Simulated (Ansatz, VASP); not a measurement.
**HgTe: VASP beside Ansatz**

```
Hg Te
1.0
     0.00000    3.32480    3.32480
     3.32480    0.00000    3.32480
     3.32480    3.32480    0.00000
Hg Te
1 1
Cartesian
  0.0000 0.0000 0.0000
  4.9872 4.9872 4.9872
```

Alike in both runs: task relaxation of cell and atoms; functional PBE; k mesh 12 × 12 × 12; occupations gaussian, width 0.1 eV; no spin polarisation.

|  | VASP | Ansatz |
| --- | --- | --- |
| version | VASP 6.6.1 | Ansatz 0.2.0 |
| potentials or method | VASP PAW PBE potentials, release 64 (Hg, Te), cutoff 600 eV | scalar-relativistic, plane waves, PAW |
| valence electrons in the cell | 18 | 36 |

```csv
,VASP,Ansatz,Ansatz less VASP
"gap on the k mesh at the Fermi level, each at its own relaxed structure (eV)",none,none,-
relaxed volume (Å³/atom),36.86,36.75,-0.105
relaxed cell length with the largest relative difference (Å),4.706,4.702,-0.0045
```

A gap of «none» marks a metal or a gap that the smearing closes. VASP's potentials hold 18 valence electrons a cell and Ansatz's 36, so a difference there can come from the potentials and not from the codes.

Neither program's run includes spin-orbit coupling.
